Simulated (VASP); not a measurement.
Here is a VASP 6.6.1 calculation.

Contents of INCAR:

```
PREC     = Accurate       # precision mode
ENCUT    = 520            # plane-wave cutoff, eV
EDIFF    = 1E-6           # SCF threshold, eV
ISMEAR   = 0              # smearing method
SIGMA    = 0.1            # smearing width, eV
LREAL    = F              # projectors in reciprocal space
LASPH    = T              # aspherical terms in the spheres
NELM     = 100            # most SCF steps
ALGO     = Normal         # electronic algorithm
ISIF     = 2              # what is computed and relaxed
LWAVE    = F              # write WAVECAR
LCHARG   = F              # write CHGCAR
GGA      = PS             # functional
NBANDS   = 21             # bands
```

File KPOINTS:

```
Automatic mesh
0
Gamma
  12 12 12
```

Contents of POSCAR:

```
Ti2C
1.0
    1.5406981810      0.8895225095      4.8137698526
   -1.5406981810      0.8895225095      4.8137698526
    0.0000000000     -1.7790450190      4.8137698526
Ti C
2 1
Direct
    0.2454978300      0.2454978300      0.2454978300
    0.7545021700      0.7545021700      0.7545021700
    0.5000000000      0.5000000000      0.5000000000
```

Potentials or basis: VASP PAW PBE potentials, release 64 (Ti_sv, C).

Launch:

```sh
$ cat potpaw_PBE.64/Ti_sv/POTCAR potpaw_PBE.64/C/POTCAR > POTCAR
$ mpirun -np 1 vasp_std > vasp.out
```

Task: Estimate the largest force.

Result: 0.178 eV/Å.

Task: Estimate the band gap on the k mesh.

Result: Zero (bands 14 and 15 overlap by 0.97 eV).

Stress tensor (GPa, compression positive):
```
-4.71  0.00  0.00
 0.00 -4.71  0.00
 0.00  0.00 -4.17
```

Caveat: the cell stands under tension; the PAW data sets were made with another functional, which shifts forces and pressure a little.
